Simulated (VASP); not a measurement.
# Ta3N (P-62m) in VASP: notebook

The runs below take Ta3N through single point, relaxation of cell and atoms, with PBE.

All numbers are computed with VASP 6.6.1; they aren't measurements. Logs are shortened: lines on timing, memory, paths and dates and some standing lists are left out, and cuts for length are marked.

## 1. The cell of the first run

Symmetry: P-62m, No. 189, hexagonal system. The conventional cell has a = 5.365 Å, b = 5.365 Å, c = 2.851 Å, α = 90.00°, β = 90.00°, γ = 120.00°. Within 2.6 Å of Ta (site symmetry m2m) lie 1 N at 1.93 Å. N (site symmetry -62m) has 3 Ta at 1.93 Å within 2.6 Å.

The cell was built from a structure type or drawn by symmetry, and may not be a known phase.

## 2. Single point, PBE

INCAR reads:

```
SYSTEM = Ta3N
PREC = Accurate
ENCUT = 520
EDIFF = 1E-6
ISMEAR = 0
SIGMA = 0.1
LREAL = .False.
LASPH = .True.
NELM = 100
ALGO = Normal
ISIF = 2
LWAVE = .False.
LCHARG = .False.
GGA = PE
NBANDS = 27
```

KPOINTS reads:

```
regular mesh
0
Gamma
  12 12 16
  0 0 0
```

POSCAR reads:

```
Ta3N
1.0
    5.3653011295      0.0000000000      0.0000000000
   -2.6826505647      4.6464870771      0.0000000000
    0.0000000000      0.0000000000      2.8508946235
Ta N
3 1
Direct
    0.6407240941      0.0000000000      0.5000000000
    0.0000000000      0.6407240941      0.5000000000
    0.3592759059      0.3592759059      0.5000000000
    0.0000000000      0.0000000000      0.5000000000
```

Potentials or basis: VASP PAW PBE potentials, release 64 (Ta_pv, N).

Command:

```bash
cat potpaw_PBE.64/Ta_pv/POTCAR potpaw_PBE.64/N/POTCAR > POTCAR
mpirun -np 1 vasp_std > vasp.out
```

OUTCAR:

```text
SYSTEM = Ta3N
   PREC = Accurate
   ENCUT = 520
   EDIFF = 1E-6
   ISMEAR = 0
   LREAL = .False.
   LASPH = .True.
   NELM = 100
   ISIF = 2
   GGA = PE

 ion  position               nearest neighbor table
   1  0.641  0.000  0.500-   4 1.93   3 2.98   3 2.98   2 2.98   2 2.98   2 3.34   3 3.34
   2  0.000  0.641  0.500-   4 1.93   3 2.98   1 2.98   3 2.98   1 2.98   1 3.34   3 3.34
   3  0.359  0.359  0.500-   4 1.93   1 2.98   2 2.98   1 2.98   2 2.98   2 3.34   1 3.34
   4  0.000  0.000  0.500-   2 1.93   1 1.93   3 1.93

  LATTYP: Found a hexagonal cell.
 ALAT       =     5.3653011295
 C/A-ratio  =     0.5313578035

  Lattice vectors:

 A1 = (   5.3653011295,   0.0000000000,   0.0000000000)
 A2 = (  -2.6826505647,   4.6464870771,   0.0000000000)
 A3 = (   0.0000000000,   0.0000000000,   2.8508946235)

Analysis of symmetry for initial positions (statically):
=====================================================================
 Subroutine PRICEL returns:
 Original cell was already a primitive cell.

 Routine SETGRP: Setting up the symmetry group for a
 hexagonal supercell.

 Subroutine GETGRP returns: Found 12 space group operations
 (whereof 12 operations were pure point group operations)
 out of a pool of 24 trial point group operations.

The static configuration has the point symmetry D_3h.

Analysis of symmetry for dynamics (positions and initial velocities):
=====================================================================
 Subroutine PRICEL returns:
 Original cell was already a primitive cell.

 Routine SETGRP: Setting up the symmetry group for a
 hexagonal supercell.

 Subroutine GETGRP returns: Found 12 space group operations
 (whereof 12 operations were pure point group operations)
 out of a pool of 24 trial point group operations.

The dynamic configuration has the point symmetry D_3h.

 Subroutine INISYM returns: Found 12 space group operations
 (whereof 12 operations are pure point group operations),
 and found     1 'primitive' translations

----------------------------------------------------------------------------------------

                                     Primitive cell

  volume of cell :      71.0722

  direct lattice vectors                    reciprocal lattice vectors
     5.365301129  0.000000000  0.000000000     0.186382828  0.107608176  0.000000000
[... 84 lines left out ...]
   ISPIN  =      1    spin polarized calculation?
   LNONCOLLINEAR =      F non collinear calculations
   LSORBIT =      F    spin-orbit coupling
   LASPH  =      T    aspherical Exc in radial PAW
   ENCUT  =  520.0 eV  38.22 Ry    6.18 a.u.   9.98  9.98  5.30*2*pi/ulx,y,z
   NELM   =    100;   NELMIN=  2; NELMDL= -5     # of ELM steps
   EDIFF  = 0.1E-05   stopping-criterion for ELM
   LREAL  =      F    real-space projection
   EDIFFG = 0.1E-04   stopping-criterion for IOM
   NSW    =      0    number of steps for IOM
   IBRION =     -1    ionic relax: 0-MD 1-quasi-New 2-CG
   NFREE  =      0    steps in history (QN), initial steepest desc. (CG)
   ISIF   =      2    stress and relaxation
   ISYM   =      2    0-nonsym 1-usesym 2-fastsym
   POTIM  = 0.5000    time-step for ionic-motion
   TEBEG  =    0.0;   TEEND  =   0.0 temperature during run
   PSTRESS=    0.0 pullay stress
   NELECT =      38.0000    total number of electrons
   NUPDOWN=      -1.0000    fix difference up-down
   EMIN   =  10.00;   EMAX   =-10.00  energy-range for DOS
   EFERMI =   0.00;   METHOD = LEGACY
   ISMEAR =     0;   SIGMA  =   0.10  broadening in eV -4-tet -1-fermi 0-gaus
   EFERMI_NEDOS =   21; number of points for ismear=-14 and -15
   IALGO  =     38    algorithm
   IMIX   =      4    mixing-type and parameters
     AMIX     =   0.40;   BMIX     =  1.00
     AMIX_MAG =   1.60;   BMIX_MAG =  1.00
  volume/ion in A,a.u.               =      17.77       119.90
  Fermi-wavevector in a.u.,A,eV,Ry     =   1.328728  2.510932 24.021326  1.765518
  Thomas-Fermi vector in A             =   2.457944
   LORBIT       =      0    0 simple, 1 ext, 2 COOP (PROOUT), +10 PAW based schemes
   GGA     = PE    functional components
   LHFCALC =     F    Hartree Fock is set to
   AEXX    =    0.0000 exact exchange contribution
   IVDW    =     0    specifies the selected vdW correction
   LEPSILON=     F    determine dielectric tensor
   LRPA    =     F    only Hartree local field effects (RPA)
 non-spin polarized calculation
 Gauss-broadening in eV      SIGMA  =   0.10
  energy-cutoff  :      520.00
  volume of cell :       71.07
 maximum number of plane-waves:      1944
 NGX is ok and might be reduce to    40
   NGX = 19   NGY = 19   NGZ = 11

 number of electron      38.0000003 magnetization

 Free energy of the ion-electron system (eV)
  ---------------------------------------------------
  ext. energy  EPLUGINS =         0.00000000
  ---------------------------------------------------
  free energy    TOTEN  =       -42.37570133 eV

  energy without entropy =      -42.36453812  energy(sigma->0) =      -42.37011972

 E-fermi :   4.8412     XC(G=0): -11.6667

 val. band max:        4.8367794715   @ k =   0.4167  -0.0000   0.4375
 cond. band min:       4.8510245829   @ k =   0.4167   0.0833   0.0625
 fundamental gap:      0.0142451115
 Fermi energy:         4.8411575135

 k-point     1 :       0.0000    0.0000    0.0000
  band No.  band energies     occupation
      1     -29.9520      2.00000
      2     -29.9279      2.00000
      3     -29.9279      2.00000
      4     -29.8603      2.00000
      5     -29.3538      2.00000
      6     -29.3538      2.00000
[... 709 lines left out ...]
     26       8.3175      0.00000
     27       9.2023      0.00000

 [... further k-points ...]
[... 5 lines left out ...]
  --------------------------------------------------------------------------------------
  -------------------------------------------------------------------------------------
  Total        0.2494786      0.2494786      0.0268318      0.0000000      0.0000000      0.0000000
  in kB        5.6239814      5.6239814      0.6048678      0.0000000      0.0000000      0.0000000
  external PRESSURE =       3.9509435 kB  Pullay stress =       0.0000000 kB

 VOLUME and BASIS-vectors are now :
 -----------------------------------------------------------------------------
  energy-cutoff  :      520.00
  volume of cell :       71.07
      direct lattice vectors                 reciprocal lattice vectors
     5.365301129  0.000000000  0.000000000     0.186382828  0.107608176  0.000000000
    -2.682650565  4.646487077  0.000000000     0.000000000  0.215216352  0.000000000
     0.000000000  0.000000000  2.850894623     0.000000000  0.000000000  0.350767086

 POSITION                                       TOTAL-FORCE (eV/Angst)
 -----------------------------------------------------------------------------------
      3.43768      0.00000      1.42545        -0.094143     -0.000000      0.000000
     -1.71884      2.97712      1.42545         0.047071     -0.081530     -0.000000
      0.96381      1.66937      1.42545         0.047071      0.081530      0.000000
      0.00000      0.00000      1.42545         0.000000     -0.000000     -0.000000
 -----------------------------------------------------------------------------------
    total drift:                                0.000000      0.000000     -0.000000

  FREE ENERGIE OF THE ION-ELECTRON SYSTEM (eV)
  ---------------------------------------------------
  free  energy   TOTEN  =       -42.3757013262 eV

  energy  without entropy=      -42.3645381218  energy(sigma->0) =      -42.37011972
```

OSZICAR:

```text
N       E                     dE             d eps       ncg     rms          rms(c)
DAV:   1     0.345417829794E+03    0.34542E+03   -0.21359E+04  9234   0.143E+03
DAV:   2    -0.303116303023E+02   -0.37573E+03   -0.36636E+03 10716   0.416E+02
DAV:   3    -0.468292568871E+02   -0.16518E+02   -0.16182E+02 11597   0.813E+01
DAV:   4    -0.471157063680E+02   -0.28645E+00   -0.28488E+00 11539   0.106E+01
DAV:   5    -0.471199369556E+02   -0.42306E-02   -0.42265E-02 11553   0.116E+00    0.286E+01
DAV:   6    -0.427820596935E+02    0.43379E+01   -0.27029E+01 12306   0.261E+01    0.123E+01
DAV:   7    -0.424204543853E+02    0.36161E+00   -0.19275E+00 10991   0.794E+00    0.708E+00
DAV:   8    -0.423907560127E+02    0.29698E-01   -0.52127E-01 10645   0.432E+00    0.920E-01
DAV:   9    -0.423759572784E+02    0.14799E-01   -0.97563E-02 12282   0.159E+00    0.377E-01
DAV:  10    -0.423756516100E+02    0.30567E-03   -0.11986E-02 11654   0.664E-01    0.107E-01
DAV:  11    -0.423757019329E+02   -0.50323E-04   -0.54802E-04 10997   0.152E-01    0.439E-02
DAV:  12    -0.423757045873E+02   -0.26545E-05   -0.72944E-05 11650   0.547E-02    0.178E-02
DAV:  13    -0.423757013975E+02    0.31898E-05   -0.15768E-05 12296   0.222E-02    0.323E-03
DAV:  14    -0.423757013262E+02    0.71369E-07   -0.11535E-06  5943   0.796E-03
   1 F= -.42375701E+02 E0= -.42370120E+02  d E =-.111632E-01
```

Run time: 6.7 min. Hardware: 1 thread of Intel Xeon 8259CL, shared host; peak memory 0.39 GiB.

What came out:

```
Free energy            : -42.3757 eV
Pressure               : 0.4 GPa
Largest force          : 0.094 eV/Å
Band gap on the k mesh : zero (bands 19 and 20 overlap by 2.38 eV)
```

Forces on the atoms (eV/Å):
```
Ta  -0.094  0.000  0.000
Ta   0.047 -0.082  0.000
Ta   0.047  0.082  0.000
N    0.000  0.000  0.000
```

Levels at points of the mesh, in eV from the Fermi level:
| k point | band 15 | band 16 | band 17 | band 18 | band 19 | band 20 | band 21 | band 22 | band 23 | band 24 |
| --- | --- | --- | --- | --- | --- | --- | --- | --- | --- | --- |
| (0.00, 0.00, 0.00) | -2.47 | -2.46 | -2.18 | -1.61 | -1.61 | -1.23 | 1.44 | 1.44 | 2.44 | 2.65 |
| (0.50, 0.00, 0.00) | -2.97 | -2.30 | -1.88 | -1.84 | -1.24 | 0.07 | 1.54 | 2.29 | 2.38 | 2.85 |
| (0.00, 0.00, 0.50) | -2.68 | -2.32 | -2.32 | -1.06 | 0.14 | 0.14 | 0.75 | 1.70 | 1.70 | 2.32 |
| (0.50, 0.00, 0.50) | -2.63 | -1.53 | -1.22 | -0.25 | -0.10 | 0.47 | 0.79 | 1.95 | 2.29 | 3.06 |

Caveat: spin-orbit coupling is left out, which moves the levels of the heavy elements.

## 3. Relaxation of cell and atoms, PBE

INCAR reads:

```
SYSTEM = Ta3N
PREC     = Accurate       ! precision mode
ENCUT    = 600            ! plane-wave cutoff, eV
EDIFF    = 1E-6           ! SCF threshold, eV
ISMEAR   = 0              ! smearing method
SIGMA    = 0.1            ! smearing width, eV
LREAL    = .FALSE.        ! projectors in reciprocal space
LASPH    = .TRUE.         ! aspherical terms in the spheres
NELM     = 80             ! most SCF steps
ALGO     = Normal         ! electronic algorithm
ISIF     = 3              ! what is computed and relaxed
LWAVE    = .FALSE.        ! write WAVECAR
LCHARG   = .FALSE.        ! write CHGCAR
GGA      = PE             ! functional
IBRION   = 2              ! ionic algorithm
NSW      = 100            ! ionic steps
EDIFFG   = -0.01          ! ionic threshold
```

KPOINTS reads:

```
regular mesh
0
G
  12 12 16
  0 0 0
```

POSCAR reads:

```
Ta3N
1.0
    5.3770105764      0.0000000000      0.0000000000
   -2.6885052882      4.6566277556      0.0000000000
    0.0000000000      0.0000000000      2.8367002139
Ta N
3 1
Direct
    0.6412711815      0.0000000000      0.5000000000
    0.0000000000      0.6412711815      0.5000000000
    0.3587288185      0.3587288185      0.5000000000
    0.0000000000      0.0000000000      0.5000000000
```

Potentials or basis: VASP PAW PBE potentials, release 64 (Ta_pv, N).

Command:

```bash
cat potpaw_PBE.64/Ta_pv/POTCAR potpaw_PBE.64/N/POTCAR > POTCAR
mpirun -np 1 vasp_std > vasp.out
```

Run time: 17 min. Hardware: 1 thread of AMD EPYC 9R14 (Zen 4), shared host; peak memory 0.42 GiB.

The run converged. Its results:

| Item | Value |
| --- | --- |
| Free energy | -42.3784 eV |
| Relaxed volume | 17.78 Å³/atom |
| Relaxed cell | a = 5.368 Å, b = 5.368 Å, c = 2.851 Å, α = 90.00°, β = 90.00°, γ = 120.00° |
| Space group after relaxing (to 0.1 Å) | P-62m (No. 189) |
| Energy gained by relaxing | 0.7 meV/atom |
| Ionic steps | 10 |
| Pressure after relaxing | 0.0 GPa |
| Largest force after relaxing | 0.010 eV/Å |
| Band gap on the k mesh | zero (bands 19 and 20 overlap by 2.37 eV) |

Forces in eV/Å, atoms in the order of the input:
```
Ta   0.010  0.000  0.000
Ta  -0.005  0.008  0.000
Ta  -0.005 -0.008  0.000
N    0.000  0.000  0.000
```

Step by step:
```tsv
step	energy change (eV)	largest force (eV/Å)	pressure (GPa)	volume (Å³)
1	0.0000	0.1178	0.24	71.03
2	-0.0024	0.0217	-0.29	71.30
3	-0.0026	0.0109	-0.17	71.23
4	-0.0026	0.0248	0.23	71.06
5	-0.0027	0.0179	0.05	71.15
6	-0.0027	0.0166	0.00	71.17
7	-0.0027	0.0159	-0.03	71.16
8	-0.0027	0.0165	-0.02	71.16
9	-0.0027	0.0169	0.00	71.16
10	-0.0027	0.0098	-0.01	71.12
```

Final structure:
```cif
data_structure
_symmetry_space_group_name_H-M 'P 1'
_symmetry_Int_Tables_number 1
_cell_length_a 5.3676
_cell_length_b 5.3676
_cell_length_c 2.8505
_cell_angle_alpha 90.000
_cell_angle_beta 90.000
_cell_angle_gamma 120.000
_cell_volume 71.12
loop_
_atom_site_label
_atom_site_type_symbol
_atom_site_fract_x
_atom_site_fract_y
_atom_site_fract_z
_atom_site_occupancy
Ta1 Ta 0.64026 0.00000 0.50000 1
Ta2 Ta 0.00000 0.64026 0.50000 1
Ta3 Ta 0.35974 0.35974 0.50000 1
N1 N 0.00000 0.00000 0.50000 1
```

Levels at points of the mesh, in eV from the Fermi level:
```tsv
k point	band 16	band 17	band 18	band 19	band 20	band 21	band 22	band 23
(0.00, 0.00, 0.00)	-2.46	-2.14	-1.61	-1.61	-1.23	1.42	1.42	2.43
(0.50, 0.00, 0.00)	-2.27	-1.89	-1.84	-1.24	0.07	1.53	2.29	2.36
(0.00, 0.00, 0.50)	-2.32	-2.32	-1.06	0.14	0.14	0.76	1.70	1.70
(0.50, 0.00, 0.50)	-1.54	-1.22	-0.26	-0.10	0.46	0.80	1.93	2.28
```

Caveat: spin-orbit coupling is left out, which moves the levels of the heavy elements.
